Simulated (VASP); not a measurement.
Crystal: PbSe.

```
Pb Se
1.0
     0.00000    3.06969    3.06969
     3.06969    0.00000    3.06969
     3.06969    3.06969    0.00000
Pb Se
1 1
Direct
  0.00000 0.00000 0.00000
  0.50000 0.50000 0.50000
```

Base run:

| Property | Result |
| --- | --- |
| Program | VASP 6.6.1 |
| Functional | PBEsol |
| Potentials or basis | VASP PAW PBE potentials, release 64 (Pb_d, Se) |
| Cutoff | 520 eV |
| k mesh | 6 × 6 × 6 |
| Occupations | gaussian, width 0.01 eV |
| Spin | no spin polarisation |

Its results: band gap on the k mesh 0.23 eV; pressure -1.0 GPa.

Task: The run is repeated on the same cell with these changes: functional from PBEsol to HF; k mesh from 6 × 6 × 6 to 4 × 4 × 4. What comes out?

Result: Band gap on the k mesh 5.38 eV; pressure 6.4 GPa.

Several settings changed at once.

Caveats: some runs use coarse meshes; the PAW data sets were made with another functional, which shifts forces and pressure a little; spin-orbit coupling is left out, which moves the levels of the heavy elements.

A k mesh can miss the band edges.
